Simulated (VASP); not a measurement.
A run of VASP 6.6.1 is set up as follows.

Contents of INCAR:

```
  PREC = Accurate
  ENCUT = 500
  EDIFF = 1E-6
  ISMEAR = -1
  SIGMA = 0.02
  LREAL = False
  LASPH = True
  NELM = 120
  ALGO = Normal
  ISIF = 2
  LWAVE = False
  LCHARG = True
  GGA = PS
  LELF = True
  LVHAR = True
  NBANDS = 94
  GGA_COMPAT = False
```

File KPOINTS:

```
Automatic mesh
0
Gamma
  2 2 2
```

The input POSCAR:

```
TePb
1.0
    0.0000000000      6.4620000000      6.4620000000
    6.4620000000      0.0000000000      6.4620000000
    6.4620000000      6.4620000000      0.0000000000
Te Pb
8 8
Direct
    0.2500000000      0.2500000000      0.2500000000
    0.2500000000      0.2500000000      0.7500000000
    0.2500000000      0.7500000000      0.2500000000
    0.2500000000      0.7500000000      0.7500000000
    0.7500000000      0.2500000000      0.2500000000
    0.7500000000      0.2500000000      0.7500000000
    0.7500000000      0.7500000000      0.2500000000
    0.7500000000      0.7500000000      0.7500000000
    0.0000000000      0.0000000000      0.0000000000
    0.0000000000      0.0000000000      0.5000000000
    0.0000000000      0.5000000000      0.0000000000
    0.0000000000      0.5000000000      0.5000000000
    0.5000000000      0.0000000000      0.0000000000
    0.5000000000      0.0000000000      0.5000000000
    0.5000000000      0.5000000000      0.0000000000
    0.5000000000      0.5000000000      0.5000000000
```

Potentials or basis: VASP PAW PBE potentials, release 64 (Te, Pb_d).

Launch:

```sh
$ cat potpaw_PBE.64/Te/POTCAR potpaw_PBE.64/Pb_d/POTCAR > POTCAR
$ mpirun -np 1 vasp_std > vasp.out
```

Task: Estimate the band gap on the k mesh.

Result: 0.67 eV.

Task: Estimate the pressure.

Result: -0.4 GPa.

Caveat: the k points lie up to 0.42 Å⁻¹ apart; the PAW data sets were made with another functional, which shifts forces and pressure a little; spin-orbit coupling is left out, which moves the levels of the heavy elements.
